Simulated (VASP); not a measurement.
# InSb (P4mm) in VASP: single point with PBE

Aim: the single point of InSb with PBE.

Program: VASP 6.6.1. These are calculated values, not measurements. Logs are shortened: lines on timing, memory, paths and dates and some standing lists are left out, and cuts for length are marked.

## (1) The cell of the first run

It takes space group P4mm (No. 99, tetragonal). Conventional cell: a = 3.077 Å, b = 3.077 Å, c = 6.215 Å, α = 90.00°, β = 90.00°, γ = 90.00°. Within 3.9 Å of In (site symmetry 4mm) lie 2 Sb at 2.96 to 3.26 Å and 4 In at 3.08 Å. Within 3.9 Å of Sb (site symmetry 4mm) lie 2 In at 2.96 to 3.26 Å and 4 Sb at 3.08 Å.

## (2) Single point, PBE (one atom moved)

Contents of INCAR:

```
  PREC = Accurate
  ENCUT = 520
  EDIFF = 1E-7
  ISMEAR = 0
  SIGMA = 0.1
  LREAL = False
  LASPH = True
  NELM = 60
  ALGO = Normal
  ISIF = 2
  LWAVE = False
  LCHARG = False
  GGA = PE
  NBANDS = 16
```

Contents of KPOINTS:

```
regular mesh
0
Gamma
  12 12 6
```

Contents of POSCAR:

```
InSb
1.0
    3.0766560000      0.0000000000      0.0000000000
    0.0000000000      3.0766560000      0.0000000000
    0.0000000000      0.0000000000      6.2154700000
In Sb
1 1
Direct
    0.0000000000      0.0000000000      0.0000000000
    0.0000000000      0.0000000000      0.5241333318
```

Potentials or basis: VASP PAW PBE potentials, release 64 (In_d, Sb).

Launch:

```
$ cat potpaw_PBE.64/In_d/POTCAR potpaw_PBE.64/Sb/POTCAR > POTCAR
$ mpirun -np 1 vasp_std > vasp.out
```

OUTCAR:

```text
PREC = Accurate
   ENCUT = 520
   EDIFF = 1E-7
   ISMEAR = 0
   LREAL = False
   LASPH = True
   NELM = 60
   ISIF = 2
   GGA = PE

 ion  position               nearest neighbor table
   1  0.000  0.000  0.000-   2 2.96   2 3.26
   2  0.000  0.000  0.524-   1 2.96   1 3.26

  LATTYP: Found a simple tetragonal cell.
 ALAT       =     3.0766560000
 C/A-ratio  =     2.0202031036

  Lattice vectors:

 A1 = (   3.0766560000,   0.0000000000,   0.0000000000)
 A2 = (   0.0000000000,   3.0766560000,   0.0000000000)
 A3 = (   0.0000000000,   0.0000000000,   6.2154700000)

Analysis of symmetry for initial positions (statically):
=====================================================================
 Subroutine PRICEL returns:
 Original cell was already a primitive cell.

 Routine SETGRP: Setting up the symmetry group for a
 simple tetragonal supercell.

 Subroutine GETGRP returns: Found  8 space group operations
 (whereof  8 operations were pure point group operations)
 out of a pool of 16 trial point group operations.

The static configuration has the point symmetry C_4v.

Analysis of symmetry for dynamics (positions and initial velocities):
=====================================================================
 Subroutine PRICEL returns:
 Original cell was already a primitive cell.

 Routine SETGRP: Setting up the symmetry group for a
 simple tetragonal supercell.

 Subroutine GETGRP returns: Found  8 space group operations
 (whereof  8 operations were pure point group operations)
 out of a pool of 16 trial point group operations.

The dynamic configuration has the point symmetry C_4v.

 Subroutine INISYM returns: Found  8 space group operations
 (whereof  8 operations are pure point group operations),
 and found     1 'primitive' translations

----------------------------------------------------------------------------------------

                                     Primitive cell

  volume of cell :      58.8345

  direct lattice vectors                    reciprocal lattice vectors
     3.076656000  0.000000000  0.000000000     0.325028212  0.000000000  0.000000000
     0.000000000  3.076656000  0.000000000     0.000000000  0.325028212  0.000000000
     0.000000000  0.000000000  6.215470000     0.000000000  0.000000000  0.160888879

  length of vectors
[... 80 lines left out ...]
   ENCUT  =  520.0 eV  38.22 Ry    6.18 a.u.   5.72  5.72 11.56*2*pi/ulx,y,z
   NELM   =     60;   NELMIN=  2; NELMDL= -5     # of ELM steps
   EDIFF  = 0.1E-06   stopping-criterion for ELM
   LREAL  =      F    real-space projection
   EDIFFG = 0.1E-05   stopping-criterion for IOM
   NSW    =      0    number of steps for IOM
   IBRION =     -1    ionic relax: 0-MD 1-quasi-New 2-CG
   NFREE  =      0    steps in history (QN), initial steepest desc. (CG)
   ISIF   =      2    stress and relaxation
   ISYM   =      2    0-nonsym 1-usesym 2-fastsym
   POTIM  = 0.5000    time-step for ionic-motion
   TEBEG  =    0.0;   TEEND  =   0.0 temperature during run
   PSTRESS=    0.0 pullay stress
   NELECT =      18.0000    total number of electrons
   NUPDOWN=      -1.0000    fix difference up-down
   EMIN   =  10.00;   EMAX   =-10.00  energy-range for DOS
   EFERMI =   0.00;   METHOD = LEGACY
   ISMEAR =     0;   SIGMA  =   0.10  broadening in eV -4-tet -1-fermi 0-gaus
   EFERMI_NEDOS =   21; number of points for ismear=-14 and -15
   IALGO  =     38    algorithm
   IMIX   =      4    mixing-type and parameters
     AMIX     =   0.40;   BMIX     =  1.00
     AMIX_MAG =   1.60;   BMIX_MAG =  1.00
  volume/ion in A,a.u.               =      29.42       198.52
  Fermi-wavevector in a.u.,A,eV,Ry     =   1.103117  2.084590 16.556493  1.216868
  Thomas-Fermi vector in A             =   2.239571
   LORBIT       =      0    0 simple, 1 ext, 2 COOP (PROOUT), +10 PAW based schemes
   GGA     = PE    functional components
   LHFCALC =     F    Hartree Fock is set to
   AEXX    =    0.0000 exact exchange contribution
   IVDW    =     0    specifies the selected vdW correction
   LEPSILON=     F    determine dielectric tensor
   LRPA    =     F    only Hartree local field effects (RPA)
 non-spin polarized calculation
 Gauss-broadening in eV      SIGMA  =   0.10
  energy-cutoff  :      520.00
  volume of cell :       58.83
 maximum number of plane-waves:      1604
 NGX is ok and might be reduce to    24
   NGX = 11   NGY = 11   NGZ = 23

 number of electron      17.9999985 magnetization

 Free energy of the ion-electron system (eV)
  ---------------------------------------------------
  ext. energy  EPLUGINS =         0.00000000
  ---------------------------------------------------
  free energy    TOTEN  =        -6.57643808 eV

  energy without entropy =       -6.57338954  energy(sigma->0) =       -6.57491381

 E-fermi :   6.6902     XC(G=0):  -9.6455

 val. band max:        6.6680205650   @ k =   0.5000   0.4167   0.5000
 cond. band min:       6.7054285822   @ k =   0.2500   0.2500   0.0000
 fundamental gap:      0.0374080171
 Fermi energy:         6.6901680159

 k-point     1 :       0.0000    0.0000    0.0000
  band No.  band energies     occupation
      1      -8.2866      2.00000
      2      -8.0820      2.00000
      3      -7.7173      2.00000
      4      -7.7173      2.00000
      5      -7.6257      2.00000
      6      -4.9186      2.00000
[... 433 lines left out ...]
      3      -7.8649      2.00000
      4      -7.7930      2.00000
      5      -7.5817      2.00000
      6      -1.0056      2.00000
[... 8 lines left out ...]
     15      13.6202      0.00000
     16      14.9944      0.00000

 [... further k-points ...]

------------------------ aborting loop because EDIFF is reached ----------------------------------------

  FORCE on cell =-STRESS in cart. coord.  units (eV):
  Direction    XX          YY          ZZ          XY          YZ          ZX
  --------------------------------------------------------------------------------------
  -------------------------------------------------------------------------------------
  Total        0.1094856      0.1094856      0.6033006      0.0000000     -0.0000000     -0.0000000
  in kB        2.9815067      2.9815067     16.4290523      0.0000000     -0.0000000     -0.0000000
  external PRESSURE =       7.4640219 kB  Pullay stress =       0.0000000 kB

 VOLUME and BASIS-vectors are now :
 -----------------------------------------------------------------------------
  energy-cutoff  :      520.00
  volume of cell :       58.83
      direct lattice vectors                 reciprocal lattice vectors
     3.076656000  0.000000000  0.000000000     0.325028212  0.000000000  0.000000000
     0.000000000  3.076656000  0.000000000     0.000000000  0.325028212  0.000000000
     0.000000000  0.000000000  6.215470000     0.000000000  0.000000000  0.160888879

 POSITION                                       TOTAL-FORCE (eV/Angst)
 -----------------------------------------------------------------------------------
      0.00000      0.00000      0.00000        -0.000000      0.000000      0.456889
      0.00000      0.00000      3.25773         0.000000      0.000000     -0.456889
 -----------------------------------------------------------------------------------
    total drift:                                0.000000     -0.000000      0.000085

  FREE ENERGIE OF THE ION-ELECTRON SYSTEM (eV)
  ---------------------------------------------------
  free  energy   TOTEN  =        -6.5764380837 eV

  energy  without entropy=       -6.5733895401  energy(sigma->0) =       -6.57491381
```

OSZICAR:

```text
N       E                     dE             d eps       ncg     rms          rms(c)
DAV:   1     0.108367202532E+03    0.10837E+03   -0.80600E+03  3584   0.117E+03
DAV:   2    -0.448570286032E-01   -0.10841E+03   -0.10520E+03  4048   0.286E+02
DAV:   3    -0.641650183425E+01   -0.63716E+01   -0.62851E+01  4608   0.686E+01
DAV:   4    -0.658433291316E+01   -0.16783E+00   -0.16779E+00  4592   0.123E+01
DAV:   5    -0.659261518229E+01   -0.82823E-02   -0.82822E-02  5264   0.227E+00    0.306E+00
DAV:   6    -0.657624647125E+01    0.16369E-01   -0.42424E-02  4624   0.336E+00    0.169E+00
DAV:   7    -0.657619014972E+01    0.56322E-04   -0.18523E-02  4760   0.183E+00    0.280E-01
DAV:   8    -0.657633160904E+01   -0.14146E-03   -0.18972E-03  4680   0.571E-01    0.867E-02
DAV:   9    -0.657642732337E+01   -0.95714E-04   -0.13981E-04  4272   0.981E-02    0.255E-02
DAV:  10    -0.657643614099E+01   -0.88176E-05   -0.12956E-05  4752   0.245E-02    0.610E-03
DAV:  11    -0.657643814205E+01   -0.20011E-05   -0.27514E-06  4512   0.168E-02    0.242E-03
DAV:  12    -0.657643808371E+01    0.58343E-07   -0.16071E-07  4288   0.273E-03
   1 F= -.65764381E+01 E0= -.65749138E+01  d E =-.304854E-02
```

stdout:

```text
POSCAR found type information on POSCAR InSb
 POSCAR found :  2 types and       2 ions
 scaLAPACK will be used
 LDA part: xc-table for (Slater+PW92), standard interpolation
 POSCAR, INCAR and KPOINTS ok, starting setup
 FFT: planning ... GRIDC
 FFT: planning ... GRID_SOFT
 FFT: planning ... GRID
 WAVECAR not read
 entering main loop
```

Wall time 1.7 min (1 thread of Intel Xeon 8259CL, shared host); peak memory 0.25 GiB.

Results:

```
Free energy            : -6.5764 eV
Pressure               : 0.7 GPa
Largest force          : 0.457 eV/Å
Band gap on the k mesh : zero (bands 9 and 10 overlap by 5.77 eV)
```

Forces in eV/Å, atoms in the order of the input:
```
In   0.000  0.000  0.457
Sb   0.000  0.000 -0.457
```

Caveat: the cell differs from its parent crystal (one atom moved); spin-orbit coupling is left out, which moves the levels of the heavy elements.
